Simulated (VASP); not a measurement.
Input of a VASP 6.6.1 run:

Contents of INCAR:

```
ALGO = Normal
EDIFF = 1E-7
ENCUT = 520
GGA = CA
ISIF = 2
ISMEAR = 0
LASPH = T
LCHARG = F
LREAL = F
LWAVE = F
NBANDS = 50
NELM = 60
PREC = Accurate
SIGMA = 0.15
```

File KPOINTS:

```
k-points
0
Gamma
  9 9 8
```

Contents of POSCAR:

```
Ta2N
1.0
    5.3378662704      0.0000000000      0.0000000000
   -2.6689331352      4.6227277921      0.0000000000
    0.0000000000      0.0000000000      4.6861127988
Ta N
6 3
Direct
    0.7027876405      0.7027876405      0.7526041962
    0.0000000000      0.2972123595      0.7526041962
    0.2972123595      0.0000000000      0.7526041962
    0.2972123595      0.2972123595      0.2473958038
    0.0000000000      0.7027876405      0.2473958038
    0.7027876405      0.0000000000      0.2473958038
    0.6666666667      0.3333333333      0.5000000000
    0.3333333333      0.6666666667      0.5000000000
    0.0000000000      0.0000000000      0.0000000000
```

Potentials or basis: VASP PAW LDA potentials, release 64 (Ta_pv, N).

The run is started by

```console
$ cat potpaw_LDA.64/Ta_pv/POTCAR potpaw_LDA.64/N/POTCAR > POTCAR
$ mpirun -np 1 vasp_std > vasp.out
```

Question: Estimate the largest force.

Answer: 6.604 eV/Å.

Question: What does it give for the pressure?

Answer: 16.8 GPa.

Stress tensor (GPa, compression positive):
```
12.23  0.00  0.00
 0.00 12.23  0.00
 0.00  0.00 25.92
```

Caveat: forces of over 1 eV/Å act on the atoms, so gaps and moduli don't describe the material at rest.
